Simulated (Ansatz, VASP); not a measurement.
## Al2Pt: VASP beside Ansatz

```
CELL_PARAMETERS angstrom
0.00000 2.97457 2.97457
2.97457 0.00000 2.97457
2.97457 2.97457 0.00000
ATOMIC_POSITIONS crystal
Al 0.25000 0.25000 0.25000
Al 0.75000 0.75000 0.75000
Pt 0.00000 0.00000 0.00000
```

Change from the starting cell: volume scaled by 1.02.

Alike in both runs: task single point; functional LDA; k mesh 12 × 12 × 12; occupations fermi-dirac, width 0.08 eV; no spin polarisation.

```csv
,VASP,Ansatz
version,VASP 6.6.1,Ansatz 0.2.0
potentials or method,"VASP PAW LDA potentials, release 64 (Al, Pt), cutoff 520 eV","all-electron LAPW, scalar-relativistic"
```

```tsv
	VASP	Ansatz	Ansatz less VASP
pressure (GPa)	-6.0	-6.3	-0.29
```

LDA's correlation is that of Perdew and Zunger in VASP and of Perdew and Wang (1992) in Ansatz. Ansatz ran all-electron here, and VASP with PAW potentials.

Spin-orbit coupling is off throughout.
